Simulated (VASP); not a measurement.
Crystal: CuSi12.

```
CELL_PARAMETERS angstrom
6.70304 0.00000 0.00000
-3.35152 5.80500 0.00000
0.00000 0.00000 6.49369
ATOMIC_POSITIONS crystal
Si 0.66667 0.66667 0.74947
Si 0.33333 0.00000 0.74947
Si 0.00000 0.33333 0.74947
Si 0.00000 0.66667 0.81723
Si 0.66667 0.00000 0.81723
Si 0.33333 0.33333 0.81723
Si 0.00000 0.66667 0.18277
Si 0.66667 0.00000 0.18277
Si 0.33333 0.33333 0.18277
Si 0.66667 0.66667 0.25053
Si 0.33333 0.00000 0.25053
Si 0.00000 0.33333 0.25053
Cu 0.00000 0.00000 0.00000
```

* Program: VASP 6.6.1
* Task: relaxation of cell and atoms
* Functional: PBE
* Dispersion: D3(BJ)
* Potentials or basis: VASP PAW PBE potentials, release 64 (Si, Cu)
* Cutoff: 600 eV
* k mesh: 3 × 3 × 4
* Occupations: gaussian, width 0.1 eV
* Spin: no spin polarisation

At the start: pressure 5.2 GPa; volume 19.44 Å³/atom.

Where does the relaxation end?

Over 17 steps the energy falls by 336.4 meV/atom and the volume is 18.64 Å³/atom (-4.1 %); space group P-62m (No. 189, to 0.1 Å) before and after.

Step by step:
```csv
step,energy change (eV),largest force (eV/Å),pressure (GPa),volume (Å³)
1,0.0000,2.3830,5.15,252.68
2,-1.5907,1.7923,-3.27,276.14
3,-1.7099,1.5449,-5.87,284.43
4,-2.9307,0.9760,-6.35,274.94
5,-0.6406,6.8848,0.94,252.83
6,-3.2935,0.7540,-6.74,271.20
7,-3.5074,1.3561,-5.24,261.91
8,-3.6214,0.9807,-6.35,266.18
9,-4.2976,0.2404,2.84,236.28
10,-4.3474,0.3305,0.53,241.82
11,-4.3641,0.0964,-0.17,243.52
12,-4.3663,0.0783,-0.01,243.08
13,-4.3687,0.0532,-0.08,243.15
14,-4.3704,0.0876,-0.24,243.31
15,-4.3718,0.0661,-0.11,242.91
16,-4.3726,0.0405,0.07,242.41
17,-4.3726,0.0356,0.11,242.29
```

Final structure:
```
Si Cu
1.0
     6.65540    0.00000    0.00000
    -3.32770    5.76375    0.00000
     0.00000    0.00000    6.31633
Si Cu
12 1
Direct
  0.66993 0.66993 0.68648
  0.33007 0.00000 0.68648
  0.00000 0.33007 0.68648
  0.00000 0.66360 0.81143
  0.66360 0.00000 0.81143
  0.33640 0.33640 0.81143
  0.00000 0.66360 0.18857
  0.66360 0.00000 0.18857
  0.33640 0.33640 0.18857
  0.66993 0.66993 0.31352
  0.33007 0.00000 0.31352
  0.00000 0.33007 0.31352
  0.00000 0.00000 0.00000
```

Caveat: the k points lie up to 0.36 Å⁻¹ apart in the final cell, too coarse for converged energies and pressures of a metal.
